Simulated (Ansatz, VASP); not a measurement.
# Ta2Ti: VASP beside Ansatz

```
Ti Ta
1.0
     2.78330    0.00000    0.00000
     0.00000    2.78330    0.00000
     0.00000    0.00000    7.28956
Ti Ta
1 2
Direct
  0.00000 0.00000 0.00000
  0.50000 0.50000 0.30529
  0.50000 0.50000 0.69471
```

Change from the starting cell: species swapped into the Ga2Cu type (P4/mmm, No. 123).

Alike in both runs: functional PBE; k mesh 6 × 6 × 4; occupations gaussian, width 0.1 eV; no spin polarisation.

Ansatz relaxed the structure, and its values are those at the end. VASP's run is a single point on that final structure, the one shown.

|  | VASP | Ansatz |
| --- | --- | --- |
| version | VASP 6.6.1 | Ansatz 0.2.0 |
| potentials or method | VASP PAW PBE potentials, release 64 (Ti_sv, Ta_pv), cutoff 520 eV | scalar-relativistic, plane waves, PAW |
| valence electrons in the cell | 34 | 38 |

```tsv
	VASP	Ansatz	Ansatz less VASP
gap on the k mesh at the Fermi level (eV)	none	none	-
pressure (GPa)	-0.1	0.0	+0.09
```

A gap of «none» marks a metal or a gap that the smearing closes. VASP's potentials hold 34 valence electrons a cell and Ansatz's 38, so a difference there can come from the potentials and not from the codes.

The k mesh is coarse, so the values compare programs but aren't converged. Spin-orbit coupling is off throughout.
